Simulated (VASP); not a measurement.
A run of VASP 6.6.1 is set up as follows.

Contents of POSCAR:

```
ZrB
1.0
    0.0000000000      2.3250000000      2.3250000000
    2.3250000000      0.0000000000      2.3250000000
    2.3250000000      2.3250000000      0.0000000000
Zr B
1 1
Direct
    0.0000000000      0.0000000000      0.0000000000
    0.5000000000      0.5000000000      0.5000000000
```

INCAR.step1

```
SYSTEM = ZrB
PREC     = Accurate       ! precision mode
ENCUT    = 520            ! plane-wave cutoff, eV
ISMEAR   = 1              ! smearing method
SIGMA    = 0.05           ! smearing width, eV
LREAL    = .False.        ! projectors in reciprocal space
LASPH    = .True.         ! aspherical terms in the spheres
NELM     = 100            ! most SCF steps
NBANDS   = 14             ! bands
GGA      = PE             ! functional
ALGO     = Normal         ! electronic algorithm
EDIFF    = 1E-4           ! SCF threshold, eV
LWAVE    = .True.         ! write WAVECAR
LCHARG   = .False.        ! write CHGCAR
```

INCAR.step2

```
SYSTEM = ZrB
PREC     = Accurate       ! precision mode
ENCUT    = 520            ! plane-wave cutoff, eV
EDIFF    = 1E-6           ! SCF threshold, eV
ISMEAR   = 1              ! smearing method
SIGMA    = 0.05           ! smearing width, eV
LREAL    = .False.        ! projectors in reciprocal space
LASPH    = .True.         ! aspherical terms in the spheres
NELM     = 100            ! most SCF steps
ALGO     = Normal         ! electronic algorithm
ISIF     = 2              ! what is computed and relaxed
LWAVE    = .False.        ! write WAVECAR
LCHARG   = .False.        ! write CHGCAR
METAGGA  = R2SCAN         ! meta-GGA
LMIXTAU  = .True.       
LUSE_VDW = .True.       
IVDW_NL  = 2            
BPARAM   = 11.95        
CPARAM   = 0.0093       
NBANDS   = 14             ! bands
ISTART   = 1
```

File KPOINTS:

```
Automatic mesh
0
Gamma
  10 10 10
  0 0 0
```

Potentials or basis: VASP PAW PBE potentials, release 64 (Zr_sv, B).

The run is started by

```bash
$ cat potpaw_PBE.64/Zr_sv/POTCAR potpaw_PBE.64/B/POTCAR > POTCAR
$ cp INCAR.step1 INCAR
$ mpirun -np 1 vasp_std > vasp.out
$ cp INCAR.step2 INCAR
$ mpirun -np 1 vasp_std > vasp.out
```

Q: Estimate the pressure.

A: 35.7 GPa.

Caveat: the PAW data sets were made with another functional, which shifts forces and pressure a little.
